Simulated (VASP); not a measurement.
# Ge (Cmme) in VASP: relaxation of cell and atoms with PBE

Aim: the relaxation of cell and atoms of Ge with PBE.

Everything below comes from runs of VASP 6.6.1. Logs are shortened: lines on timing, memory, paths and dates and some standing lists are left out, and cuts for length are marked.

### 1 The cell of the first run

It takes space group Cmme (No. 67, orthorhombic). The conventional cell has a = 4.411 Å, b = 7.747 Å, c = 4.176 Å, α = 90.00°, β = 90.00°, γ = 90.00°. Within 3.2 Å of Ge (site symmetry mm2) lie 4 Ge at 2.44 to 2.51 Å. Ge (site symmetry 2/m) has 4 Ge at 2.21 to 2.44 Å within 2.9 Å.

### 2 Relaxation of cell and atoms, PBE

File INCAR:

```
SYSTEM = Ge
PREC = Accurate
ENCUT = 600
EDIFF = 1E-7
ISMEAR = 0
SIGMA = 0.1
LREAL = .FALSE.
LASPH = .TRUE.
NELM = 100
ALGO = Normal
ISIF = 3
LWAVE = .FALSE.
LCHARG = .FALSE.
GGA = PE
IBRION = 2
NSW = 90
EDIFFG = -0.04
```

File KPOINTS:

```
regular mesh
0
G
  4 4 4
  0 0 0
```

File POSCAR:

```
Ge
1.0
    2.2054111200     -3.8733082700      0.0000000000
    2.2054111200      3.8733082700      0.0000000000
    0.0000000000      0.0000000000      4.1764507600
Ge
4
Direct
    0.7500000000      0.2500000000      0.3554073800
    0.2500000000      0.7500000000      0.6445926200
    0.0000000000      0.0000000000      0.0000000000
    0.5000000000      0.5000000000      0.0000000000
```

Potentials or basis: VASP PAW PBE potentials, release 64 (Ge_d).

The run is started by

```
$ cat potpaw_PBE.64/Ge_d/POTCAR > POTCAR
$ mpirun -np 1 vasp_std > vasp.out
```

OUTCAR:

```text
SYSTEM = Ge
   PREC = Accurate
   ENCUT = 600
   EDIFF = 1E-7
   ISMEAR = 0
   LREAL = .FALSE.
   LASPH = .TRUE.
   NELM = 100
   ISIF = 3
   GGA = PE
   IBRION = 2
   NSW = 90
   EDIFFG = -0.04

 ion  position               nearest neighbor table
   1  0.750  0.250  0.355-   3 2.44   4 2.44   2 2.51   2 2.51
   2  0.250  0.750  0.645-   3 2.44   4 2.44   1 2.51   1 2.51
   3  0.000  0.000  0.000-   4 2.21   4 2.21   1 2.44   2 2.44
   4  0.500  0.500  0.000-   3 2.21   3 2.21   1 2.44   2 2.44

  LATTYP: Found a base centered orthorhombic cell.
 ALAT       =     4.4108222400
 B/A-ratio  =     1.7562749344
 C/A-ratio  =     0.9468644468

  Lattice vectors:

 A1 = (   2.2054111200,  -3.8733082700,   0.0000000000)
 A2 = (   2.2054111200,   3.8733082700,   0.0000000000)
 A3 = (   0.0000000000,   0.0000000000,   4.1764507600)

Analysis of symmetry for initial positions (statically):
=====================================================================
 Subroutine PRICEL returns:
 Original cell was already a primitive cell.

 Routine SETGRP: Setting up the symmetry group for a
 base centered orthorhombic supercell.

 Subroutine GETGRP returns: Found  8 space group operations
 (whereof  4 operations were pure point group operations)
 out of a pool of  8 trial point group operations.

The static configuration has the point symmetry C_2h.
 The point group associated with its full space group is D_2h.

Analysis of symmetry for dynamics (positions and initial velocities):
=====================================================================
 Subroutine PRICEL returns:
 Original cell was already a primitive cell.

 Routine SETGRP: Setting up the symmetry group for a
 base centered orthorhombic supercell.

 Subroutine GETGRP returns: Found  8 space group operations
 (whereof  4 operations were pure point group operations)
 out of a pool of  8 trial point group operations.

The dynamic configuration has the point symmetry C_2h.
 The point group associated with its full space group is D_2h.

 Subroutine INISYM returns: Found  8 space group operations
 (whereof  4 operations are pure point group operations),
 and found     1 'primitive' translations

----------------------------------------------------------------------------------------

                                     Primitive cell

  volume of cell :      71.3525

  direct lattice vectors                    reciprocal lattice vectors
     2.205411120 -3.873308270  0.000000000     0.226715099 -0.129088615  0.000000000
     2.205411120  3.873308270  0.000000000     0.226715099  0.129088615  0.000000000
     0.000000000  0.000000000  4.176450760     0.000000000  0.000000000  0.239437756

  length of vectors
     4.457168963  4.457168963  4.176450760     0.260890028  0.260890028  0.239437756

  position of ions in fractional coordinates (direct lattice)
     0.750000000  0.250000000  0.355407380
     0.250000000  0.750000000  0.644592620
     0.000000000  0.000000000  0.000000000
     0.500000000  0.500000000  0.000000000

  ion indices of the primitive-cell ions
   primitive index   ion index
                 1           1
                 2           2
                 3           3
                 4           4

----------------------------------------------------------------------------------------

 KPOINTS: regular mesh

Automatic generation of k-mesh.
 Grid dimensions read from file:
 generate k-points for:    4    4    4

 Generating k-lattice:

  Cartesian coordinates                     Fractional coordinates (reciprocal lattice)
     0.056678775 -0.032272154  0.000000000     0.250000000  0.000000000  0.000000000
     0.056678775  0.032272154  0.000000000     0.000000000  0.250000000  0.000000000
     0.000000000  0.000000000  0.059859439     0.000000000  0.000000000  0.250000000

  Length of vectors
     0.065222507  0.065222507  0.059859439

  Shift w.r.t. Gamma in fractional coordinates (k-lattice)
     0.000000000  0.000000000  0.000000000

 Subroutine IBZKPT returns following result:
 ===========================================

 Found     21 irreducible k-points:

 Following reciprocal coordinates:
            Coordinates               Weight
  0.000000  0.000000  0.000000      1.000000
  0.250000  0.000000  0.000000      4.000000
  0.500000  0.000000  0.000000      2.000000
  0.250000  0.250000  0.000000      2.000000
  0.500000  0.250000  0.000000      4.000000
 -0.250000  0.250000  0.000000      2.000000
[... 13 lines left out ...]
 -0.250000  0.250000  0.500000      2.000000
  0.500000  0.500000  0.500000      1.000000
   k-points           NKPTS =     21   k-points in BZ     NKDIM =     21   number of bands    NBANDS=     33
   number of dos      NEDOS =    301   number of ions     NIONS =      4
   total plane-waves  NPLWV =  46656
   dimension x,y,z NGX =    36 NGY =   36 NGZ =   36
   dimension x,y,z NGXF=    72 NGYF=   72 NGZF=   72
   ions per type =               4
   NGX,Y,Z   is equivalent  to a cutoff of  13.43, 13.43, 14.33 a.u.
   NGXF,Y,Z  is equivalent  to a cutoff of  26.85, 26.85, 28.66 a.u.
 SYSTEM =  Ge
   PREC   = accura    normal or accurate (medium, high low for compatibility)
   ISTART =      0    job   : 0-new  1-cont  2-samecut
   ICHARG =      2    charge: 1-file 2-atom 10-const
   ISPIN  =      1    spin polarized calculation?
   LNONCOLLINEAR =      F non collinear calculations
   LSORBIT =      F    spin-orbit coupling
   LASPH  =      T    aspherical Exc in radial PAW
   ENCUT  =  600.0 eV  44.10 Ry    6.64 a.u.   8.90  8.90  8.34*2*pi/ulx,y,z
   NELM   =    100;   NELMIN=  2; NELMDL= -5     # of ELM steps
   EDIFF  = 0.1E-06   stopping-criterion for ELM
   LREAL  =      F    real-space projection
   EDIFFG = -.4E-01   stopping-criterion for IOM
   NSW    =     90    number of steps for IOM
   IBRION =      2    ionic relax: 0-MD 1-quasi-New 2-CG
   NFREE  =      1    steps in history (QN), initial steepest desc. (CG)
   ISIF   =      3    stress and relaxation
   ISYM   =      2    0-nonsym 1-usesym 2-fastsym
   POTIM  = 0.5000    time-step for ionic-motion
   TEBEG  =    0.0;   TEEND  =   0.0 temperature during run
   PSTRESS=    0.0 pullay stress
   NELECT =      56.0000    total number of electrons
   NUPDOWN=      -1.0000    fix difference up-down
   EMIN   =  10.00;   EMAX   =-10.00  energy-range for DOS
   EFERMI =   0.00;   METHOD = LEGACY
   ISMEAR =     0;   SIGMA  =   0.10  broadening in eV -4-tet -1-fermi 0-gaus
   EFERMI_NEDOS =   21; number of points for ismear=-14 and -15
   IALGO  =     38    algorithm
   IMIX   =      4    mixing-type and parameters
     AMIX     =   0.40;   BMIX     =  1.00
     AMIX_MAG =   1.60;   BMIX_MAG =  1.00
  volume/ion in A,a.u.               =      17.84       120.38
  Fermi-wavevector in a.u.,A,eV,Ry     =   1.510084  2.853645 31.026106  2.280354
  Thomas-Fermi vector in A             =   2.620321
   LORBIT       =      0    0 simple, 1 ext, 2 COOP (PROOUT), +10 PAW based schemes
   GGA     = PE    functional components
   LHFCALC =     F    Hartree Fock is set to
   AEXX    =    0.0000 exact exchange contribution
   IVDW    =     0    specifies the selected vdW correction
   LEPSILON=     F    determine dielectric tensor
   LRPA    =     F    only Hartree local field effects (RPA)
 conjugate gradient relaxation of ions
 non-spin polarized calculation
 Gauss-broadening in eV      SIGMA  =   0.10
  energy-cutoff  :      600.00
  volume of cell :       71.35
 maximum number of plane-waves:      2404
   NGX = 17   NGY = 17   NGZ = 17

--------------------------------------- Ionic step        1  -------------------------------------------

 number of electron      55.9999994 magnetization

 Free energy of the ion-electron system (eV)
  ---------------------------------------------------
  ext. energy  EPLUGINS =         0.00000000
  ---------------------------------------------------
  free energy    TOTEN  =       -14.86970719 eV

  energy without entropy =      -14.85707984  energy(sigma->0) =      -14.86339351

------------------------ aborting loop because EDIFF is reached ----------------------------------------

  FORCE on cell =-STRESS in cart. coord.  units (eV):
  Direction    XX          YY          ZZ          XY          YZ          ZX
  --------------------------------------------------------------------------------------
  -------------------------------------------------------------------------------------
  Total       20.5527231      7.6864216      3.8367695      0.0000000      0.0000000      0.0000000
  in kB      461.4992184    172.5940420     86.1523852      0.0000000      0.0000000      0.0000000
  external PRESSURE =     240.0818819 kB  Pullay stress =       0.0000000 kB
[... 23 lines left out ...]
  energy  without entropy=      -14.8570798357  energy(sigma->0) =      -14.86339351

--------------------------------------- Ionic step        2  -------------------------------------------

 number of electron      55.9999999 magnetization

 E-fermi :   3.8504     XC(G=0):  -9.7063

 val. band max:        3.8203418408   @ k =   0.5000   0.2500   0.5000
 cond. band min:       3.9220002515   @ k =  -0.2500   0.2500   0.5000
 fundamental gap:      0.1016584107
 Fermi energy:         3.8504157197

 k-point     1 :       0.0000    0.0000    0.0000
  band No.  band energies     occupation
      1     -20.9140      2.00000
      2     -20.9037      2.00000
      3     -20.8764      2.00000
      4     -20.8506      2.00000
      5     -20.8450      2.00000
      6     -20.8392      2.00000
[... 814 lines left out ...]
  FREE ENERGIE OF THE ION-ELECTRON SYSTEM (eV)
  ---------------------------------------------------
  free  energy   TOTEN  =       -16.5007186106 eV

  energy  without entropy=      -16.4916177079  energy(sigma->0) =      -16.49616816

[... ionic steps 4 to 25 ...]

--------------------------------------- Ionic step       26  -------------------------------------------

 number of electron      55.9999970 magnetization

------------------------ aborting loop because EDIFF is reached ----------------------------------------

  FORCE on cell =-STRESS in cart. coord.  units (eV):
  Direction    XX          YY          ZZ          XY          YZ          ZX
  --------------------------------------------------------------------------------------
  -------------------------------------------------------------------------------------
  Total        0.1005170     -0.0380600     -0.0014899      0.0000000      0.0000000      0.0000000
  in kB        2.0160316     -0.7633549     -0.0298825      0.0000000      0.0000000      0.0000000
  external PRESSURE =       0.4075980 kB  Pullay stress =       0.0000000 kB
[... 61 lines left out ...]
  energy  without entropy=      -16.9941660154  energy(sigma->0) =      -16.99620205

--------------------------------------- Ionic step       28  -------------------------------------------

 number of electron      55.9999963 magnetization

 Free energy of the ion-electron system (eV)
  ---------------------------------------------------
  ext. energy  EPLUGINS =         0.00000000
  ---------------------------------------------------
  free energy    TOTEN  =       -16.99846322 eV

  energy without entropy =      -16.99442237  energy(sigma->0) =      -16.99644280

 E-fermi :   5.8838     XC(G=0): -10.8908

 val. band max:        5.6837986226   @ k =   0.2500   0.0000   0.2500
 cond. band min:       5.9676104732   @ k =   0.5000   0.0000   0.2500
 fundamental gap:      0.2838118505
 Fermi energy:         5.8837712052

 k-point     1 :       0.0000    0.0000    0.0000
  band No.  band energies     occupation
      1     -18.8054      2.00000
      2     -18.7679      2.00000
      3     -18.7120      2.00000
      4     -18.6510      2.00000
      5     -18.6451      2.00000
      6     -18.6447      2.00000
[... 776 lines left out ...]
  FREE ENERGIE OF THE ION-ELECTRON SYSTEM (eV)
  ---------------------------------------------------
  free  energy   TOTEN  =       -16.9984632245 eV

  energy  without entropy=      -16.9944223729  energy(sigma->0) =      -16.99644280

 reached required accuracy - stopping structural energy minimisation
```

Wall time 22 min (1 thread of Intel Xeon Platinum 8259CL at 2.50GHz (Skylake/Cascade Lake), shared host); peak memory 0.22 GiB.

What came out:

```yaml
Free_energy: -16.9985 eV
Relaxed_volume: 19.98 Å³/atom
Relaxed_cell: a = 4.694 Å, b = 4.694 Å, c = 3.806 Å, α = 90.00°, β = 90.00°, γ = 107.63°
Space_group_after_relaxing_to_0.05_Å: P4/mmm (No. 123)
Energy_gained_by_relaxing: 532.2 meV/atom
Ionic_steps: 28
Pressure_after_relaxing: 0.1 GPa
Largest_force_after_relaxing: 0.037 eV/Å
Band_gap_on_the_k_mesh: zero (band 28 reaches 7.08 eV, above the bottom of band 29 at 5.10 eV)
```

Forces on the atoms (eV/Å):
```
Ge   0.000  0.000 -0.037
Ge   0.000  0.000  0.037
Ge   0.000  0.000  0.000
Ge   0.000  0.000  0.000
```

Step by step:
```tsv
step	energy change (eV)	largest force (eV/Å)	pressure (GPa)	volume (Å³)
1	0.0000	1.0601	24.01	71.35
2	-1.3521	0.3332	-6.32	101.80
3	-1.6310	0.5500	-0.75	89.87
4	-1.6313	0.5505	-1.19	90.45
5	-1.6993	0.6449	-1.00	88.94
6	-1.8187	0.6030	0.31	84.32
7	-1.8288	0.6561	1.03	82.78
8	-1.8888	0.5133	0.08	83.24
9	-1.9718	0.1132	-1.73	84.52
10	-2.0090	0.0630	-0.51	82.13
11	-2.0366	0.0622	1.69	78.68
12	-2.0374	0.1087	1.23	79.52
13	-2.0668	0.0055	1.16	79.01
14	-2.0764	0.0485	1.54	78.50
15	-2.0749	0.0092	1.30	78.73
16	-2.0774	0.0140	1.46	78.60
17	-2.0928	0.0206	-0.46	80.66
18	-2.0931	0.0226	-0.70	81.04
19	-2.1040	0.0465	-0.95	81.26
20	-2.1079	0.0390	-1.04	81.35
21	-2.1197	0.0460	-1.29	81.51
22	-2.0957	0.0473	-1.36	81.76
23	-2.1207	0.0487	-1.32	81.55
24	-2.1176	0.0520	0.92	79.00
25	-2.1264	0.0524	-0.36	80.41
26	-2.1285	0.0440	0.04	79.88
27	-2.1285	0.0446	0.04	79.89
28	-2.1288	0.0369	0.05	79.92
```

Final structure:
```
Ge
1.0
     2.77148   -3.78864    0.00000
     2.77148    3.78864    0.00000
     0.00000    0.00000    3.80574
Ge
4
Direct
  0.75000 0.25000 0.50373
  0.25000 0.75000 0.49627
  0.00000 0.00000 0.00000
  0.50000 0.50000 0.00000
```

Caveat: the k points lie up to 0.41 Å⁻¹ apart in the final cell.
